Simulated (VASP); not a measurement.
# ZnO (sol) (P6_3mc) in VASP: elastic constants with PBEsol

Aim: the elastic constants of ZnO (sol) with PBEsol.

Everything below comes from runs of VASP 6.6.1. Logs are shortened: lines on timing, memory, paths and dates and some standing lists are left out, and cuts for length are marked.

### Step 1. The cell of the first run

The structure is hexagonal, space group P6_3mc (No. 186). The conventional cell has a = 3.231 Å, b = 3.231 Å, c = 5.215 Å, α = 90.00°, β = 90.00°, γ = 120.00°. Zn (site symmetry 3m) has 4 O at 1.97 to 1.98 Å within 2.6 Å. Within 2.6 Å of O (site symmetry 3m) lie 4 Zn at 1.97 to 1.98 Å.

### Step 2. Elastic constants, PBEsol

File INCAR:

```
SYSTEM = ZnO
PREC     = Accurate       ! precision mode
ENCUT    = 600            ! plane-wave cutoff, eV
EDIFF    = 1E-8           ! SCF threshold, eV
ISMEAR   = 0              ! smearing method
SIGMA    = 0.01           ! smearing width, eV
LREAL    = .FALSE.        ! projectors in reciprocal space
LASPH    = .TRUE.         ! aspherical terms in the spheres
NELM     = 60             ! most SCF steps
ALGO     = Normal         ! electronic algorithm
ISIF     = 3              ! what is computed and relaxed
LWAVE    = .FALSE.        ! write WAVECAR
LCHARG   = .TRUE.         ! write CHGCAR
GGA      = PS             ! functional
IBRION   = 6              ! ionic algorithm
NFREE    = 2            
POTIM    = 0.015          ! step
NSW      = 1              ! ionic steps
LUSENCCL = .FALSE.
```

File KPOINTS:

```
regular mesh
0
G
  9 9 6
  0 0 0
```

File POSCAR:

```
ZnO
1.0
    3.2309721144      0.0000000000      0.0000000000
   -1.6154860572      2.7981039300      0.0000000000
    0.0000000000      0.0000000000      5.2154103292
Zn O
2 2
Direct
    0.3333333333      0.6666666667      0.0020260004
    0.6666666667      0.3333333333      0.5020260004
    0.3333333333      0.6666666667      0.3809739996
    0.6666666667      0.3333333333      0.8809739996
```

Potentials or basis: VASP PAW PBE potentials, release 64 (Zn, O).

The run is started by

```bash
> cat potpaw_PBE.64/Zn/POTCAR potpaw_PBE.64/O/POTCAR > POTCAR
> mpirun -np 1 vasp_std > vasp.out
```

OUTCAR:

```text
SYSTEM = ZnO
   PREC = Accurate
   ENCUT = 600
   EDIFF = 1E-8
   ISMEAR = 0
   LREAL = .FALSE.
   LASPH = .TRUE.
   NELM = 60
   ISIF = 3
   GGA = PS
   IBRION = 6
   NFREE = 2
   POTIM = 0.015
   NSW = 1

 ion  position               nearest neighbor table
   1  0.333  0.667  0.002-   4 1.97   4 1.97   4 1.97   3 1.98
   2  0.667  0.333  0.502-   3 1.97   3 1.97   3 1.97   4 1.98
   3  0.333  0.667  0.381-   2 1.97   2 1.97   2 1.97   1 1.98
   4  0.667  0.333  0.881-   1 1.97   1 1.97   1 1.97   2 1.98

  LATTYP: Found a hexagonal cell.
 ALAT       =     3.2309721144
 C/A-ratio  =     1.6141923064

  Lattice vectors:

 A1 = (   3.2309721144,   0.0000000000,   0.0000000000)
 A2 = (  -1.6154860572,   2.7981039300,   0.0000000000)
 A3 = (   0.0000000000,   0.0000000000,   5.2154103292)

Analysis of symmetry for initial positions (statically):
=====================================================================
 Subroutine PRICEL returns:
 Original cell was already a primitive cell.

 Routine SETGRP: Setting up the symmetry group for a
 hexagonal supercell.

 Subroutine GETGRP returns: Found 12 space group operations
 (whereof  6 operations were pure point group operations)
 out of a pool of 24 trial point group operations.

The static configuration has the point symmetry C_3v.
 The point group associated with its full space group is C_6v.

Analysis of symmetry for dynamics (positions and initial velocities):
=====================================================================
 Subroutine PRICEL returns:
 Original cell was already a primitive cell.

 Routine SETGRP: Setting up the symmetry group for a
 hexagonal supercell.

 Subroutine GETGRP returns: Found 12 space group operations
[... 372 lines left out ...]
      4      -4.6191      2.00000
      5      -4.6191      2.00000
      6      -4.5949      2.00000
[... 589 lines left out ...]
     21       8.8715      0.00000
     22       9.1493      0.00000

 [... further k-points ...]

------------------------ aborting loop because EDIFF is reached ----------------------------------------

  FORCE on cell =-STRESS in cart. coord.  units (eV):
  Direction    XX          YY          ZZ          XY          YZ          ZX
  --------------------------------------------------------------------------------------
  -------------------------------------------------------------------------------------
  Total        0.1353687      0.1353687      0.3549729     -0.0000000      0.0000000      0.0000000
  in kB        4.5998456      4.5998456     12.0620267     -0.0000000      0.0000000      0.0000000
  external PRESSURE =       7.0872393 kB  Pullay stress =       0.0000000 kB
[... 19 lines left out ...]
  FREE ENERGIE OF THE ION-ELECTRON SYSTEM (eV)
  ---------------------------------------------------
  free  energy   TOTEN  =       -19.4130291274 eV

  energy  without entropy=      -19.4130291274  energy(sigma->0) =      -19.41302913

 INTERNAL STRAIN TENSORS FROM STRAINED CELLS
 ============================================

 INTERNAL STRAIN TENSOR FOR ION    1 for displacements in x,y,z  (eV/Angst):
          X           Y           Z          XY          YZ          ZX
  --------------------------------------------------------------------------------
  x     0.00000    -0.00000    -0.00000    -7.34149    -0.00000    -4.63743
  y    -7.36457     7.37057     0.00000    -0.00000    -4.63401    -0.00004
  z    -4.68440    -4.68938     9.23718    -0.00058    -0.00051    -0.00000

 INTERNAL STRAIN TENSORS FROM DISPLACED ATOMS
 ============================================

 INTERNAL STRAIN TENSOR FOR ION    1 for displacements in x,y,z  (eV/Angst):
          X           Y           Z          XY          YZ          ZX
  --------------------------------------------------------------------------------
  x     0.00000     0.00000     0.00000    -7.33966     0.00000    -4.63178
  y    -7.33966     7.33966     0.00000     0.00000    -4.63178     0.00000
  z    -4.63434    -4.63434     9.20510     0.00000     0.00000     0.00000

 INTERNAL STRAIN TENSOR FOR ION    4 for displacements in x,y,z  (eV/Angst):
          X           Y           Z          XY          YZ          ZX
  --------------------------------------------------------------------------------
  x     0.00000     0.00000     0.00000     8.30536     0.00000     4.64122
  y     8.30536    -8.30536     0.00000     0.00000     4.64122     0.00000
  z     4.71305     4.71305    -9.15153     0.00000     0.00000     0.00000

 Eigenvectors and eigenvalues of the dynamical matrix
 ----------------------------------------------------

   1 f  =   16.054872 THz   100.875736 2PiTHz  535.532888 cm-1    66.397586 meV
             X         Y         Z           dx          dy          dz
     -0.000000  1.865403  0.010566     0.000000    0.000000    0.095753
      1.615486  0.932701  2.618272    -0.000000   -0.000000   -0.095753
     -0.000000  1.865403  1.986936     0.000000    0.000000   -0.700594
      1.615486  0.932701  4.594641    -0.000000   -0.000000    0.700594
[... 71 lines left out ...]
  12 f/i=    0.008930 THz     0.056110 2PiTHz    0.297881 cm-1     0.036933 meV
             X         Y         Z           dx          dy          dz
     -0.000000  1.865403  0.010566    -0.000000    0.000000   -0.633556
      1.615486  0.932701  2.618272    -0.000000    0.000000   -0.633556
     -0.000000  1.865403  1.986936    -0.000000    0.000000   -0.314017
      1.615486  0.932701  4.594641    -0.000000    0.000000   -0.314017

--------------------------------------------------------------------------------------------------------

 ELASTIC MODULI CONTR FROM IONIC RELAXATION (kBar)
 Direction    XX          YY          ZZ          XY          YZ          ZX
 --------------------------------------------------------------------------------
 XX        -743.7471    300.8573    434.8842     -0.0000      0.0000     -0.0000
 YY         300.8573   -743.7471    434.8842      0.0000     -0.0000      0.0000
 ZZ         434.8842    434.8842   -854.0467     -0.0000      0.0000     -0.0000
 XY          -0.0000      0.0000     -0.0000   -522.3022      0.0000     -0.0000
 YZ          -0.0000     -0.0000      0.0000      0.0000   -197.2777     -0.0000
 ZX          -0.0000      0.0000     -0.0000      0.0000     -0.0000   -197.2774
 --------------------------------------------------------------------------------

 TOTAL ELASTIC MODULI (kBar)
 Direction    XX          YY          ZZ          XY          YZ          ZX
 --------------------------------------------------------------------------------
 XX        2025.4681   1266.3378   1120.4280     -0.0000      0.0000     -0.0000
 YY        1266.3378   2025.4681   1120.4280      0.0000     -0.0000      0.0000
 ZZ        1120.4280   1120.4280   2173.4416     -0.0000      0.0000     -0.0000
 XY          -0.0000      0.0000     -0.0000    379.5651      0.0000     -0.0000
 YZ          -0.0000     -0.0000      0.0000      0.0000    349.5868     -0.0000
 ZX          -0.0000      0.0000     -0.0000      0.0000     -0.0000    349.5870
 --------------------------------------------------------------------------------
```

OSZICAR:

```text
N       E                     dE             d eps       ncg     rms          rms(c)
DAV:   1     0.301655383165E+03    0.30166E+03   -0.20656E+04  2120   0.264E+03
DAV:   2     0.107971835162E+02   -0.29086E+03   -0.27906E+03  2250   0.465E+02
DAV:   3    -0.215300184920E+02   -0.32327E+02   -0.32003E+02  2466   0.162E+02
DAV:   4    -0.222084070002E+02   -0.67839E+00   -0.67736E+00  2358   0.247E+01
[... 273 lines left out ...]
DAV:   6    -0.194130299748E+02    0.37882E-06   -0.10596E-05  3356   0.647E-02    0.110E-02
DAV:   7    -0.194130291560E+02    0.81886E-06   -0.38110E-06  4170   0.462E-02    0.495E-03
DAV:   8    -0.194130291424E+02    0.13614E-07   -0.11704E-06  3500   0.238E-02    0.126E-03
DAV:   9    -0.194130291355E+02    0.69085E-08   -0.27599E-07  4020   0.779E-03    0.612E-04
DAV:  10    -0.194130291274E+02    0.80418E-08   -0.38892E-08  2248   0.280E-03
  21 F= -.19413029E+02 E0= -.19413029E+02  d E =-.165077E-45
```

It took 22 min on 1 × NVIDIA H100 80GB with 1 thread of AMD EPYC 7R13 (Zen 3), shared host; peak memory 1.6 GiB.

Results:

| Quantity | Value |
| --- | --- |
| Voigt bulk modulus | 147 GPa |
| Highest phonon frequency at Γ, LO-TO splitting left out | 536 cm⁻¹ |

Phonon frequencies in cm⁻¹ (negative: imaginary):
```tsv
q point	frequencies
(0.000, 0.000, 0.000)	0 0 0 87 87 254 376 396 396 428 428 536
```

Elastic tensor in Voigt notation (GPa, in the Cartesian axes of the cell as first typed):
```
203 127 112   0   0   0
127 203 112   0   0   0
112 112 217   0   0   0
  0   0   0  35   0   0
  0   0   0   0  35   0
  0   0   0   0   0  38
```

Clamped-ion elastic tensor (GPa):
```
277  97  69   0   0   0
 97 277  69   0   0   0
 69  69 303   0   0   0
  0   0   0  55   0   0
  0   0   0   0  55   0
  0   0   0   0   0  90
```

Caveat: the PAW data sets were made with another functional, which shifts forces and pressure a little.
